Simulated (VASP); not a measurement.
# HfC (rocksalt type) (Fm-3m) in VASP: notebook, part 2 of 2

VASP 6.6.1.

## 3. Single point, PBE (12.33 Å³/atom)

This run uses another cell than the first one, of 12.33 Å³/atom.

Input file INCAR:

```
PREC = Accurate
ENCUT = 520
EDIFF = 1E-7
ISMEAR = -1
SIGMA = 0.05
LREAL = F
LASPH = T
NELM = 100
ALGO = Normal
ISIF = 2
LWAVE = F
LCHARG = F
GGA = PE
NBANDS = 14
```

Input file KPOINTS:

```
regular mesh
0
Gamma
  16 16 16
```

Input file POSCAR:

```
HfC
1.0
    0.0000000000      2.3101192713      2.3101192713
    2.3101192713      0.0000000000      2.3101192713
    2.3101192713      2.3101192713      0.0000000000
Hf C
1 1
Direct
    0.0000000000      0.0000000000      0.0000000000
    0.5000000000      0.5000000000      0.5000000000
```

Potentials or basis: VASP PAW PBE potentials, release 64 (Hf_pv, C).

Command:

```
cat potpaw_PBE.64/Hf_pv/POTCAR potpaw_PBE.64/C/POTCAR > POTCAR
mpirun -np 1 vasp_std > vasp.out
```

Run time: 39 s. Hardware: 1 thread of Intel Xeon 8259CL, shared host; peak memory 0.18 GiB.

It converged, with:

| Item | Value |
| --- | --- |
| Free energy | -21.0406 eV |
| Pressure | 4.3 GPa |
| Band gap on the k mesh | zero (bands 7 and 8 overlap by 1.44 eV) |

Levels at points of the mesh, in eV from the Fermi level:
```
           k point  band 3  band 4  band 5  band 6  band 7  band 8  band 9  band 10  band 11  band 12
(0.00, 0.00, 0.00)  -29.46  -12.39    1.03    1.03    1.03    1.42    1.42     1.42     3.47     3.47
(0.50, 0.00, 0.00)  -29.53   -8.53   -6.20   -3.03   -3.03    5.45    5.45     5.93     6.67    11.67
(0.50, 0.50, 0.00)  -29.71  -10.48   -2.55   -1.82   -0.06   -0.06    5.44     6.91     6.91     8.70
```

Caveat: the cell stands under pressure; spin-orbit coupling is left out, which moves the levels of the heavy elements.

## 4. Single point, PBE

This run uses another cell than the first one, of 12.58 Å³/atom.

Input file INCAR:

```
PREC = Accurate
ENCUT = 520
EDIFF = 1E-7
ISMEAR = -1
SIGMA = 0.05
LREAL = False
LASPH = True
NELM = 100
ALGO = Normal
ISIF = 2
LWAVE = False
LCHARG = True
GGA = PE
LELF = True
LVHAR = True
NBANDS = 14
```

KPOINTS is that of step 3.

Input file POSCAR:

```
HfC
1.0
    0.0000000000      2.3257286588      2.3257286588
    2.3257286588      0.0000000000      2.3257286588
    2.3257286588      2.3257286588      0.0000000000
Hf C
1 1
Direct
    0.0000000000      0.0000000000      0.0000000000
    0.5000000000      0.5000000000      0.5000000000
```

Command:

```
cat potpaw_PBE.64/Hf_pv/POTCAR potpaw_PBE.64/C/POTCAR > POTCAR
mpirun -np 1 vasp_std > vasp.out
```

Wall time 38 s (1 thread of Intel Xeon 8259CL, shared host); peak memory 0.18 GiB.

The run converged. Its results:

```
Free energy            : -21.0464 eV
Pressure               : -0.7 GPa
Band gap on the k mesh : zero (bands 7 and 8 overlap by 1.42 eV)
```

Levels at points of the mesh, in eV from the Fermi level:
```csv
k point,band 4,band 5,band 6,band 7,band 8,band 9,band 10,band 11
"(0.00, 0.00, 0.00)",-12.28,1.02,1.02,1.02,1.41,1.41,1.41,3.41
"(0.50, 0.00, 0.00)",-8.55,-6.11,-2.96,-2.96,5.33,5.33,5.79,6.57
"(0.50, 0.50, 0.00)",-10.39,-2.57,-1.75,-0.08,-0.08,5.32,6.75,6.75
```

Caveat: spin-orbit coupling is left out, which moves the levels of the heavy elements.

## 5. Single point, PBE (12.83 Å³/atom)

This run uses another cell than the first one, of 12.83 Å³/atom.

Input file INCAR:

```
SYSTEM = HfC
  ALGO = Normal
  EDIFF = 1E-6
  ENCUT = 520
  GGA = PE
  ISIF = 2
  ISMEAR = -1
  LASPH = .True.
  LCHARG = .False.
  LREAL = .False.
  LWAVE = .False.
  NBANDS = 14
  NELM = 80
  PREC = Accurate
  SIGMA = 0.05
```

Input file KPOINTS:

```
k-points
0
Gamma
  16 16 16
  0 0 0
```

Input file POSCAR:

```
HfC
1.0
    0.0000000000      2.3411312842      2.3411312842
    2.3411312842      0.0000000000      2.3411312842
    2.3411312842      2.3411312842      0.0000000000
Hf C
1 1
Direct
    0.0000000000      0.0000000000      0.0000000000
    0.5000000000      0.5000000000      0.5000000000
```

Potentials or basis: VASP PAW PBE potentials, release 64 (Hf_pv, C).

Command:

```
cat potpaw_PBE.64/Hf_pv/POTCAR potpaw_PBE.64/C/POTCAR > POTCAR
mpirun -np 1 vasp_std > vasp.out
```

OUTCAR:

```text
SYSTEM = HfC
   EDIFF = 1E-6
   ENCUT = 520
   GGA = PE
   ISIF = 2
   ISMEAR = -1
   LASPH = .True.
   LREAL = .False.
   NELM = 80
   PREC = Accurate

 ion  position               nearest neighbor table
   1  0.000  0.000  0.000-   2 2.34   2 2.34   2 2.34   2 2.34   2 2.34   2 2.34
   2  0.500  0.500  0.500-   1 2.34   1 2.34   1 2.34   1 2.34   1 2.34   1 2.34

  LATTYP: Found a face centered cubic cell.
 ALAT       =     4.6822625684

  Lattice vectors:

 A1 = (   0.0000000000,   2.3411312842,   2.3411312842)
 A2 = (   2.3411312842,   0.0000000000,   2.3411312842)
 A3 = (   2.3411312842,   2.3411312842,   0.0000000000)

Analysis of symmetry for initial positions (statically):
=====================================================================
 Subroutine PRICEL returns:
 Original cell was already a primitive cell.

 Routine SETGRP: Setting up the symmetry group for a
 face centered cubic supercell.

 Subroutine GETGRP returns: Found 48 space group operations
 (whereof 48 operations were pure point group operations)
 out of a pool of 48 trial point group operations.

The static configuration has the point symmetry O_h .

[... 174 lines left out ...]
      6       6.7841      0.00000
      7       6.7841      0.00000
      8       7.1786      0.00000
      9       7.1786      0.00000
     10       7.1786      0.00000
     11       9.1202      0.00000
     12       9.1202      0.00000
     13      12.3793      0.00000
     14      16.7350      0.00000
[... 377 lines left out ...]
      1     -23.9390      2.00000
      2     -23.8955      2.00000
      3     -23.8807      2.00000
      4      -6.1585      2.00000
      5       5.4152      1.99856
      6       5.7229      1.49275
      7       5.8391      0.44747
      8       7.3359      0.00000
      9       7.9727      0.00000
     10       7.9753      0.00000
     11       9.6901      0.00000
     12      10.5729      0.00000
     13      12.9882      0.00000
     14      17.4365      0.00000

 [... further k-points ...]

------------------------ aborting loop because EDIFF is reached ----------------------------------------

  FORCE on cell =-STRESS in cart. coord.  units (eV):
  Direction    XX          YY          ZZ          XY          YZ          ZX
  --------------------------------------------------------------------------------------
  -------------------------------------------------------------------------------------
  Total       -0.8286655     -0.8286655     -0.8286655     -0.0000000     -0.0000000      0.0000000
  in kB      -51.7347695    -51.7347695    -51.7347695     -0.0000000     -0.0000000      0.0000000
  external PRESSURE =     -51.7347695 kB  Pullay stress =       0.0000000 kB

 VOLUME and BASIS-vectors are now :
 -----------------------------------------------------------------------------
  energy-cutoff  :      520.00
  volume of cell :       25.66
      direct lattice vectors                 reciprocal lattice vectors
     0.000000000  2.341131284  2.341131284    -0.213571961  0.213571961  0.213571961
     2.341131284  0.000000000  2.341131284     0.213571961 -0.213571961  0.213571961
     2.341131284  2.341131284  0.000000000     0.213571961  0.213571961 -0.213571961

 POSITION                                       TOTAL-FORCE (eV/Angst)
 -----------------------------------------------------------------------------------
      0.00000      0.00000      0.00000        -0.000000      0.000000     -0.000000
      2.34113      2.34113      2.34113         0.000000     -0.000000      0.000000
 -----------------------------------------------------------------------------------
    total drift:                                0.000000      0.000000      0.000000

  FREE ENERGIE OF THE ION-ELECTRON SYSTEM (eV)
  ---------------------------------------------------
  free  energy   TOTEN  =       -21.0373044283 eV

  energy  without entropy=      -21.0344073079  energy(sigma->0) =      -21.03585587
```

Run time: 82 s. Hardware: 1 thread of Intel Xeon 8259CL, shared host; peak memory 0.2 GiB.

Results:

| Property | Result |
| --- | --- |
| Free energy | -21.0373 eV |
| Pressure | -5.2 GPa |
| Band gap on the k mesh | zero (bands 7 and 8 overlap by 1.41 eV) |

Caveat: the cell stands under tension; spin-orbit coupling is left out, which moves the levels of the heavy elements.

## 6. Summary

| cell | gap on the mesh (eV) | pressure (GPa) |
| --- | --- | --- |
| a = 3.223 Å, angles 60.0°, 2 atoms | none | 15.8 |
| a = 3.267 Å, angles 60.0°, 2 atoms | none | 4.3 |
| a = 3.289 Å, angles 60.0°, 2 atoms | none | -0.7 |
| a = 3.311 Å, angles 60.0°, 2 atoms | none | -5.2 |

Alike in all rows: task single point; level PBE; potentials or basis VASP PAW PBE potentials, release 64 (Hf_pv, C); no spin polarisation; k mesh 16 × 16 × 16; cutoff (eV) 520; smearing fermi-dirac 0.05 eV.

Caveats: spin-orbit coupling is left out, which moves the levels of the heavy elements; the cell stands under pressure (at least some runs); the cell stands under tension (at least some runs).

Absolute energies hang on the potentials; compare differences alone.
